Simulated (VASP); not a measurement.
Runs of VASP 6.6.1 on Ir. The structure is that of space group P6_3/mmc (No. 194), or close to it. The cells are those of the table. This isn't the form of Ir at room conditions, which is fcc.

| potentials or basis | fixed moment (μB) | cell | cutoff (eV) | pressure (GPa) | moment (μB) |
| --- | --- | --- | --- | --- | --- |
| VASP PAW LDA potentials, release 64 (Ir_sv_GW) | 0.4 | a = 2.705, b = 2.705, c = 4.386 Å, angles 90.0, 90.0, 120.0°, 2 atoms | 560 | 0.1 | 0.40 |
| VASP PAW LDA potentials, release 64 (Ir) | 0.2 | a = 2.592, b = 2.592, c = 4.203 Å, angles 90.0, 90.0, 120.0°, 2 atoms | 520 | 75.4 | 0.20 |
| VASP PAW LDA potentials, release 64 (Ir) | 0.6 | a = 2.592, b = 2.592, c = 4.203 Å, angles 90.0, 90.0, 120.0°, 2 atoms | 520 | (a) | 0.60 |
| VASP PAW LDA potentials, release 64 (Ir_sv_GW) | 0.2 | a = 2.758, b = 2.758, c = 4.472 Å, angles 90.0, 90.0, 120.0°, 2 atoms | 560 | -20.5 | 0.20 |

Alike in all rows: task single point; level LDA; spin collinear; k mesh 21 × 21 × 12; smearing gaussian 0.15 eV.

Question: Estimate the missing entries.

Answer: (a) 76.4.

Caveats: the total moment is fixed, so each spin has its own Fermi level and the state may be an excited one; the cell stands under pressure (at least some runs); the cell stands under tension (at least some runs).

The runs don't all hold the same shells in valence.
